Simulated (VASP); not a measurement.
A run of VASP 6.6.1:

INCAR

```
SYSTEM = Bi
  PREC = Accurate
  ENCUT = 520
  EDIFF = 1E-6
  ISMEAR = 0
  SIGMA = 0.02
  LREAL = .FALSE.
  LASPH = .TRUE.
  NELM = 80
  ALGO = Normal
  ISIF = 2
  LWAVE = .FALSE.
  LCHARG = .FALSE.
  LDIPOL = .TRUE.
  IDIPOL = 3
  DIPOL = 0.5 0.5 0.500
  GGA = PE
  NBANDS = 22
```

The input KPOINTS:

```
Automatic mesh
0
G
  9 9 1
  0 0 0
```

The input POSCAR:

```
Bi
1.0
    4.5580000000      0.0000000000      0.0000000000
   -2.2790000000      3.9473437904      0.0000000000
    0.0000000000      0.0000000000     28.0000000000
Bi
2
Direct
    0.3333333333      0.6666666667      0.5131964286
    0.6666666667      0.3333333333      0.4868035714
```

Potentials or basis: VASP PAW PBE potentials, release 64 (Bi_d).

The run is started by

```console
$ cat potpaw_PBE.64/Bi_d/POTCAR > POTCAR
$ mpirun -np 1 vasp_std > vasp.out
```

Hardware: 1 thread of AMD EPYC 9R45 96-Core Processor (Zen 5), with other jobs on the host.

Q: Estimate the wall time of this run.

A: Run time: 2.1 min on 1 thread of AMD EPYC 9R45 96-Core Processor (Zen 5), with other jobs on the host, peak memory 0.55 GiB. Counts: scf iterations 20, k points 12.
